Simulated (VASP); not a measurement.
# FeO (R-3m) in VASP: a series of runs

Runs on FeO. Level: PBEsol. Tasks: single point, relaxation of shape and atoms at fixed volume.

All numbers are computed with VASP 6.6.1; they aren't measurements. Logs are shortened: lines on timing, memory, paths and dates and some standing lists are left out, and cuts for length are marked.

## Step 1: The cell of the first run

The typed cell holds 2 atoms: a = 2.877 Å, b = 2.877 Å, c = 2.877 Å, α = 59.98°, β = 59.98°, γ = 59.98°.

## Step 2: Single point, PBEsol, collinear spin, ferromagnetic start (8.42 Å³/atom)

INCAR reads:

```
SYSTEM = FeO
PREC = Accurate
ENCUT = 520
EDIFF = 1E-6
ISMEAR = 0
SIGMA = 0.1
LREAL = .False.
LASPH = .True.
NELM = 150
ALGO = Normal
ISIF = 2
LWAVE = .False.
LCHARG = .False.
ISPIN = 2
MAGMOM = 3.76 0.37
LORBIT = 11
LMAXMIX = 4
GGA = PS
NBANDS = 18
```

KPOINTS reads:

```
regular mesh
0
Gamma
  18 18 18
  0 0 0
```

POSCAR reads:

```
FeO
1.0
    1.4382088637      0.8303502747      2.3497378991
   -1.4382088637      0.8303502747      2.3497378991
    0.0000000000     -1.6607005492      2.3497378992
Fe O
1 1
Direct
    0.0000000000      0.0000000000      0.0000000000
    0.5000000000      0.5000000000      0.5000000000
```

Potentials or basis: VASP PAW PBE potentials, release 64 (Fe, O).

Started as:

```sh
$ cat potpaw_PBE.64/Fe/POTCAR potpaw_PBE.64/O/POTCAR > POTCAR
$ mpirun -np 1 vasp_std > vasp.out
```

OUTCAR:

```text
SYSTEM = FeO
   PREC = Accurate
   ENCUT = 520
   EDIFF = 1E-6
   ISMEAR = 0
   LREAL = .False.
   LASPH = .True.
   NELM = 150
   ISIF = 2
   ISPIN = 2
   LORBIT = 11
   GGA = PS

 ion  position               nearest neighbor table
   1  0.000  0.000  0.000-   2 2.03   2 2.03   2 2.03   2 2.03   2 2.03   2 2.03
   2  0.500  0.500  0.500-   1 2.03   1 2.03   1 2.03   1 2.03   1 2.03   1 2.03

  LATTYP: Found a trigonal (rhomboedric) cell.
 ALAT       =     2.8773589468
 COS(alpha) =     0.5003270588

  Lattice vectors:

 A1 = (   1.4382088637,   0.8303502747,   2.3497378991)
 A2 = (  -1.4382088637,   0.8303502747,   2.3497378991)
 A3 = (   0.0000000000,  -1.6607005492,   2.3497378992)

Analysis of symmetry for initial positions (statically):
=====================================================================
 Subroutine PRICEL returns:
 Original cell was already a primitive cell.

 Routine SETGRP: Setting up the symmetry group for a
 trigonal (rhombohedral) supercell.

 Subroutine GETGRP returns: Found 12 space group operations
 (whereof 12 operations were pure point group operations)
 out of a pool of 12 trial point group operations.

The static configuration has the point symmetry D_3d.

Analysis of symmetry for dynamics (positions and initial velocities):
=====================================================================
 Subroutine PRICEL returns:
 Original cell was already a primitive cell.

 Routine SETGRP: Setting up the symmetry group for a
 trigonal (rhombohedral) supercell.

 Subroutine GETGRP returns: Found 12 space group operations
 (whereof 12 operations were pure point group operations)
 out of a pool of 12 trial point group operations.

The dynamic configuration has the point symmetry D_3d.

Analysis of structural, dynamic, and magnetic symmetry:
=====================================================================
 Subroutine PRICEL returns:
 Original cell was already a primitive cell.

 Routine SETGRP: Setting up the symmetry group for a
 trigonal (rhombohedral) supercell.

 Subroutine GETGRP returns: Found 12 space group operations
 (whereof 12 operations were pure point group operations)
 out of a pool of 12 trial point group operations.

The overall configuration has the point symmetry D_3d.

 Subroutine INISYM returns: Found 12 space group operations
 (whereof 12 operations are pure point group operations),
 and found     1 'primitive' translations

----------------------------------------------------------------------------------------

                                     Primitive cell

  volume of cell :      16.8366

[... 108 lines left out ...]
     AMIX_MAG =   1.60;   BMIX_MAG =  1.00
  volume/ion in A,a.u.               =       8.42        56.81
  Fermi-wavevector in a.u.,A,eV,Ry     =   1.539452  2.909143 32.244622  2.369913
  Thomas-Fermi vector in A             =   2.645678
   LORBIT       =     11    0 simple, 1 ext, 2 COOP (PROOUT), +10 PAW based schemes
   GGA     = PS    functional components
   LHFCALC =     F    Hartree Fock is set to
   AEXX    =    0.0000 exact exchange contribution
   IVDW    =     0    specifies the selected vdW correction
   LEPSILON=     F    determine dielectric tensor
   LRPA    =     F    only Hartree local field effects (RPA)
 spin polarized calculation
 Gauss-broadening in eV      SIGMA  =   0.10
  energy-cutoff  :      520.00
  volume of cell :       16.84
 maximum number of plane-waves:       467
 NGX is ok and might be reduce to    24
   NGX = 11   NGY = 11   NGZ = 11

 number of electron      13.9999994 magnetization       3.6590587

 Free energy of the ion-electron system (eV)
  ---------------------------------------------------
  ext. energy  EPLUGINS =         0.00000000
  ---------------------------------------------------
  free energy    TOTEN  =       -15.64918566 eV

  energy without entropy =      -15.64075729  energy(sigma->0) =      -15.64497148

 E-fermi :   8.1144     XC(G=0): -13.4133

 val. band max:        8.1068410371   @ k =   0.3333   0.0000  -0.0000
 cond. band min:       8.1193564901   @ k =   0.5000   0.5000   0.3889
 fundamental gap:      0.0125154529
 Fermi energy:         8.1144436162

 spin component 1

 k-point     1 :       0.0000    0.0000    0.0000
  band No.  band energies     occupation
      1     -14.2107      1.00000
      2       3.5350      1.00000
      3       3.5385      1.00000
      4       3.5385      1.00000
      5       4.1274      1.00000
      6       4.1303      1.00000
[... 493 lines left out ...]
     17      36.5938      0.00000
     18      39.1505      0.00000

 [... further k-points ...]

 spin component 2

 k-point     1 :       0.0000    0.0000    0.0000
  band No.  band energies     occupation
      1     -13.6985      1.00000
      2       4.0787      1.00000
      3       4.0825      1.00000
      4       4.0825      1.00000
      5       6.9624      1.00000
      6       6.9660      1.00000
[... 493 lines left out ...]
     17      37.5473      0.00000
     18      40.1699      0.00000

 [... further k-points ...]
[... 5 lines left out ...]
  --------------------------------------------------------------------------------------
  -------------------------------------------------------------------------------------
  Total        3.1634868      3.1634868      3.1632830      0.0000000     -0.0000000      0.0000000
  in kB      301.0389185    301.0389185    301.0195216      0.0000000     -0.0000000      0.0000000
  external PRESSURE =     301.0324529 kB  Pullay stress =       0.0000000 kB

 VOLUME and BASIS-vectors are now :
 -----------------------------------------------------------------------------
  energy-cutoff  :      520.00
  volume of cell :       16.84
      direct lattice vectors                 reciprocal lattice vectors
     1.438208864  0.830350275  2.349737899     0.347654651  0.200718506  0.141859794
    -1.438208864  0.830350275  2.349737899    -0.347654651  0.200718506  0.141859794
     0.000000000 -1.660700549  2.349737899     0.000000000 -0.401437012  0.141859794

 POSITION                                       TOTAL-FORCE (eV/Angst)
 -----------------------------------------------------------------------------------
      0.00000      0.00000      0.00000         0.000000     -0.000000     -0.000000
      0.00000      0.00000      3.52461        -0.000000      0.000000      0.000000
 -----------------------------------------------------------------------------------
    total drift:                               -0.000000      0.000000     -0.000000

  FREE ENERGIE OF THE ION-ELECTRON SYSTEM (eV)
  ---------------------------------------------------
  free  energy   TOTEN  =       -15.6491856644 eV

  energy  without entropy=      -15.6407572932  energy(sigma->0) =      -15.64497148

 total charge

# of ion       s       p       d       tot
------------------------------------------
    1        0.347   0.499   6.273   7.119
    2        1.557   3.497   0.000   5.053
--------------------------------------------------
tot          1.904   3.996   6.273  12.173

 magnetization (x)

# of ion       s       p       d       tot
------------------------------------------
    1        0.027   0.025   3.278   3.330
    2        0.036   0.227   0.000   0.262
--------------------------------------------------
tot          0.063   0.252   3.278   3.593
```

stdout:

```text
POSCAR found type information on POSCAR FeO
 POSCAR found :  2 types and       2 ions
 scaLAPACK will be used
 -----------------------------------------------------------------------------
|                                                                             |
|                                                                             |
|     You enforced a specific xc type in the INCAR file but a different       |
|     I HOPE YOU KNOW WHAT YOU ARE DOING!                                     |
|                                                                             |
 -----------------------------------------------------------------------------

 LDA part: xc-table for (Slater+PW92), standard interpolation
 POSCAR, INCAR and KPOINTS ok, starting setup
 FFT: planning ... GRIDC
 FFT: planning ... GRID_SOFT
 FFT: planning ... GRID
 WAVECAR not read
 entering main loop
```

It took 6 min on 1 thread of Oxide Virtual Turin-like, shared host; peak memory 0.34 GiB.

The run converged, but its numbers aren't listed here, since they failed a check.

Caveat: the cell stands under pressure; the PAW data sets were made with another functional, which shifts forces and pressure a little; a cell with one magnetic atom can't hold antiferromagnetic order, which such compounds often take; semilocal functionals often make such compounds metallic where correlation or magnetic order opens a gap, which also shifts bond lengths.

## Step 3: Single point, PBEsol, collinear spin, ferromagnetic start (8.71 Å³/atom)

This run uses another cell than the first one, of 8.71 Å³/atom.

INCAR reads:

```
  PREC = Accurate
  ENCUT = 520
  EDIFF = 1E-6
  ISMEAR = 0
  SIGMA = 0.1
  LREAL = False
  LASPH = True
  NELM = 150
  ALGO = Normal
  ISIF = 2
  LWAVE = False
  LCHARG = True
  ISPIN = 2
  MAGMOM = 3.76 0.37
  LORBIT = 11
  LMAXMIX = 4
  GGA = PS
  LELF = True
  LVHAR = True
  NBANDS = 18
```

KPOINTS reads:

```
regular mesh
0
Gamma
  18 18 18
```

POSCAR reads:

```
FeO
1.0
    1.4543698666      0.8396808340      2.3761416586
   -1.4543698666      0.8396808340      2.3761416586
    0.0000000000     -1.6793616679      2.3761416586
Fe O
1 1
Direct
    0.0000000000      0.0000000000      0.0000000000
    0.5000000000      0.5000000000      0.5000000000
```

Potentials or basis: VASP PAW PBE potentials, release 64 (Fe, O).

Started as:

```sh
$ cat potpaw_PBE.64/Fe/POTCAR potpaw_PBE.64/O/POTCAR > POTCAR
$ mpirun -np 1 vasp_std > vasp.out
```

It took 6.6 min on 1 thread of Oxide Virtual Turin-like, shared host; peak memory 0.34 GiB.

Results (log left out):

| Property | Result |
| --- | --- |
| Free energy | -15.7427 eV |
| Pressure | 21.9 GPa |
| Net moment | 3.81 μB per cell |
| Site moments | Fe +3.45; O +0.29 μB |
| Valence electrons inside the program's atomic spheres | Fe 7.03; O 5.04 |

Levels at points of the mesh, in eV from the Fermi level:
Spin up:
```
           k point  band 7  band 8  band 9  band 10  band 11  band 12
(0.00, 0.00, 0.00)   -3.98   -3.64   -3.64     0.88    15.72    18.11
(0.50, 0.00, 0.00)   -2.25    0.21    0.21     4.32     9.81    13.45
(0.50, 0.50, 0.00)   -2.52   -2.52   -2.31     6.31     9.58    11.45
(0.50, 0.50, 0.50)   -2.25    0.21    0.21     4.32     9.80    13.47
```
Spin down:
| k point | band 2 | band 3 | band 4 | band 5 | band 6 | band 7 | band 8 | band 9 |
| --- | --- | --- | --- | --- | --- | --- | --- | --- |
| (0.00, 0.00, 0.00) | -3.82 | -3.81 | -3.81 | -1.03 | -1.03 | -1.03 | -0.03 | -0.03 |
| (0.50, 0.00, 0.00) | -9.30 | -6.15 | -6.15 | 0.43 | 0.43 | 0.70 | 3.23 | 3.23 |
| (0.50, 0.50, 0.00) | -7.98 | -5.16 | -5.16 | -2.80 | 0.66 | 0.88 | 0.88 | 1.41 |
| (0.50, 0.50, 0.50) | -9.30 | -6.14 | -6.14 | 0.43 | 0.43 | 0.70 | 3.23 | 3.23 |

Caveat: the cell stands under pressure; the PAW data sets were made with another functional, which shifts forces and pressure a little; a cell with one magnetic atom can't hold antiferromagnetic order, which such compounds often take; semilocal functionals often make such compounds metallic where correlation or magnetic order opens a gap, which also shifts bond lengths. With open d or f shells a metallic result of PBEsol can be an artefact of self-interaction; +U or a hybrid may open a gap.

## Step 4: Relaxation of shape and atoms at fixed volume, PBEsol, collinear spin, ferromagnetic start (9.28 Å³/atom)

This run uses another cell than the first one, of 9.28 Å³/atom.

INCAR reads:

```
SYSTEM = FeO
PREC     = Accurate       ! precision mode
ENCUT    = 600            ! plane-wave cutoff, eV
EDIFF    = 1E-6           ! SCF threshold, eV
ISMEAR   = 0              ! smearing method
SIGMA    = 0.1            ! smearing width, eV
LREAL    = .FALSE.        ! projectors in reciprocal space
LASPH    = .TRUE.         ! aspherical terms in the spheres
NELM     = 150            ! most SCF steps
ALGO     = Fast           ! electronic algorithm
ISIF     = 4              ! what is computed and relaxed
LWAVE    = .FALSE.        ! write WAVECAR
LCHARG   = .FALSE.        ! write CHGCAR
ISPIN    = 2              ! spin polarisation
MAGMOM   = 3.76 0.37      ! initial moments
LORBIT   = 11             ! projections on sites
LMAXMIX  = 4              ! l up to which the mixer works
GGA      = PS             ! functional
IBRION   = 2              ! ionic algorithm
NSW      = 50             ! ionic steps
EDIFFG   = -0.01          ! ionic threshold
```

KPOINTS reads:

```
regular mesh
0
G
  18 18 18
  0 0 0
```

POSCAR reads:

```
FeO
1.0
    1.4856561840      0.8577439978      2.4272570757
   -1.4856561840      0.8577439978      2.4272570757
    0.0000000000     -1.7154879955      2.4272570757
Fe O
1 1
Direct
    0.0000000000      0.0000000000      0.0000000000
    0.5000000000      0.5000000000      0.5000000000
```

Started as:

```sh
$ cat potpaw_PBE.64/Fe/POTCAR potpaw_PBE.64/O/POTCAR > POTCAR
$ mpirun -np 1 vasp_std > vasp.out
```

Wall time 9 min (1 thread of Oxide Virtual Turin-like, shared host); peak memory 0.35 GiB.

Results (log left out):

| Property | Result |
| --- | --- |
| Free energy | -15.8517 eV |
| Pressure after relaxing | 7.1 GPa |
| Band gap on the k mesh | zero (filled and empty bands overlap) |
| Net moment | 3.99 μB per cell |
| Site moments | Fe +3.60; O +0.32 μB |
| Valence electrons inside the program's atomic spheres | Fe 6.88; O 5.01 |

Final structure:
```xyz
2
Lattice="1.4857 0.8577 2.4273 -1.4857 0.8577 2.4273 0.0000 -1.7155 2.4273" Properties=species:S:1:pos:R:3 pbc="T T T"
Fe    0.0000    0.0000    0.0000
O     0.0000    0.0000    3.6409
```

Levels at points of the mesh, in eV from the Fermi level:
Spin up:
```
           k point  band 6  band 7  band 8  band 9  band 10  band 11  band 12  band 13
(0.00, 0.00, 0.00)   -3.96   -3.96   -3.67   -3.67     0.45    15.51    17.52    17.53
(0.50, 0.00, 0.00)   -2.99   -2.39   -0.05   -0.05     4.14     9.15    12.95    12.96
(0.50, 0.50, 0.00)   -3.22   -2.68   -2.68   -2.56     5.76     9.14    11.04    15.50
(0.50, 0.50, 0.50)   -2.99   -2.39   -0.05   -0.05     4.14     9.14    12.97    12.97
```
Spin down:
| k point | band 1 | band 2 | band 3 | band 4 | band 5 | band 6 | band 7 | band 8 | band 9 | band 10 |
| --- | --- | --- | --- | --- | --- | --- | --- | --- | --- | --- |
| (0.00, 0.00, 0.00) | -20.75 | -3.48 | -3.47 | -3.47 | -0.86 | -0.85 | -0.85 | 0.08 | 0.08 | 1.28 |
| (0.50, 0.00, 0.00) | -19.32 | -8.67 | -5.63 | -5.63 | 0.46 | 0.46 | 0.70 | 3.05 | 3.06 | 4.68 |
| (0.50, 0.50, 0.00) | -19.35 | -7.44 | -4.76 | -4.75 | -2.46 | 0.71 | 0.86 | 0.86 | 1.30 | 7.09 |
| (0.50, 0.50, 0.50) | -19.32 | -8.67 | -5.63 | -5.63 | 0.46 | 0.46 | 0.70 | 3.05 | 3.05 | 4.69 |

Caveat: the PAW data sets were made with another functional, which shifts forces and pressure a little; a cell with one magnetic atom can't hold antiferromagnetic order, which such compounds often take; semilocal functionals often make such compounds metallic where correlation or magnetic order opens a gap, which also shifts bond lengths.
